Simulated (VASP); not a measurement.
Input of a VASP 6.6.1 run:

Contents of INCAR:

```
SYSTEM = C
PREC = Accurate
ENCUT = 520
EDIFF = 1E-6
ISMEAR = 0
SIGMA = 0.1
LREAL = .False.
LASPH = .True.
NELM = 80
ALGO = Normal
ISIF = 2
LWAVE = .False.
LCHARG = .False.
GGA = PE
NBANDS = 8
```

The input KPOINTS:

```
Automatic mesh
0
Gamma
  10 10 10
  0 0 0
```

POSCAR

```
C
1.0
   -1.3030269469      1.3030269469      1.0574771561
    1.3030269469     -1.3030269469      1.0574771561
    1.3030269469      1.3030269469     -1.0574771561
C
1
Direct
    0.0000000000      0.0000000000      0.0000000000
```

Potentials or basis: VASP PAW PBE potentials, release 64 (C).

Run with:

```sh
$ cat potpaw_PBE.64/C/POTCAR > POTCAR
$ mpirun -np 1 vasp_std > vasp.out
```

(1) Estimate the band gap on the k mesh.

(2) Estimate the pressure.

## Answers

(1) zero (band 2 reaches 15.17 eV, above the bottom of band 3 at 3.88 eV).

(2) -11.7 GPa.

Caveat: the k points lie up to 0.38 Å⁻¹ apart; the cell differs from its parent crystal (Si replaced by C, lengths x 0.811, strained).
